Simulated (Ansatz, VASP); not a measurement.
## One calculation of Zn4S, two programs

INCAR

```
SYSTEM = Zn4S
  PREC = Accurate
  ENCUT = 600
  EDIFF = 1E-6
  ISMEAR = 0
  SIGMA = 0.1
  LREAL = .False.
  LASPH = .True.
  NELM = 80
  ALGO = Normal
  ISIF = 3
  LWAVE = .False.
  LCHARG = .False.
  GGA = PE
  IBRION = 2
  NSW = 100
  EDIFFG = -0.01
```

Contents of KPOINTS:

```
Automatic mesh
0
Gamma
  8 8 8
  0 0 0
```

POSCAR

```
Zn4S
1.0
    4.7093523801      0.0000000000      0.0000000000
    0.0000000000      4.7093523801      0.0000000000
    0.0000000000      0.0000000000      4.7093523801
Zn S
4 1
Direct
    0.5000000000      0.5000000000      0.5000000000
    0.0000000000      0.5000000000      0.5000000000
    0.5000000000      0.0000000000      0.5000000000
    0.5000000000      0.5000000000      0.0000000000
    0.0000000000      0.0000000000      0.0000000000
```

Input for Ansatz:

```yaml
crystal:
  lattice:
    - [4.7093523801, 0.0, 0.0]
    - [0.0, 4.7093523801, 0.0]
    - [0.0, 0.0, 4.7093523801]
  atoms:
    - { symbol: Zn, position: [0.5, 0.5, 0.5] }
    - { symbol: Zn, position: [0.0, 0.5, 0.5] }
    - { symbol: Zn, position: [0.5, 0.0, 0.5] }
    - { symbol: Zn, position: [0.5, 0.5, 0.0] }
    - { symbol: S, position: [0.0, 0.0, 0.0] }
basis:
  ecutwfc: 420
kpoints:
  mp_grid: { grid: [8, 8, 8] }
hamiltonian:
  xc: pbe
scf:
  occupations: { method: gaussian, width: 0.1 }
output:
  forces: true
  stress: true
  eigenvalues: true
  write_density: true
  write_potential: true
  elf: true
  volumetric_format: npy
relax:
  adjacent_minimum: "off"
  f_tol: 0.01
  max_steps: 80
  cell: { stress_tol: 0.05 }
```

Change from the starting cell: species swapped into the Mn4N type (Pm-3m, No. 221).

Alike in both runs: task relaxation of cell and atoms; functional PBE; k mesh 8 × 8 × 8; occupations gaussian, width 0.1 eV; no spin polarisation.

```csv
,VASP,Ansatz
version,VASP 6.6.1,Ansatz 0.2.0
potentials or method,"VASP PAW PBE potentials, release 64 (Zn, S), cutoff 600 eV","scalar-relativistic, plane waves, PAW"
valence electrons in the cell,54,54
```

Ansatz gave:

- gap on the k mesh at the Fermi level, each at its own relaxed structure (eV): none
- relaxed volume (Å³/atom): 21.01
- relaxed cell length with the largest relative difference (Å): 4.718

Problem. What did VASP give for the same quantities?

Solution. gap on the k mesh at the Fermi level, each at its own relaxed structure (eV): none; relaxed volume (Å³/atom): 21.09; relaxed cell length with the largest relative difference (Å): 4.725.

A gap of «none» marks a metal or a gap that the smearing closes.
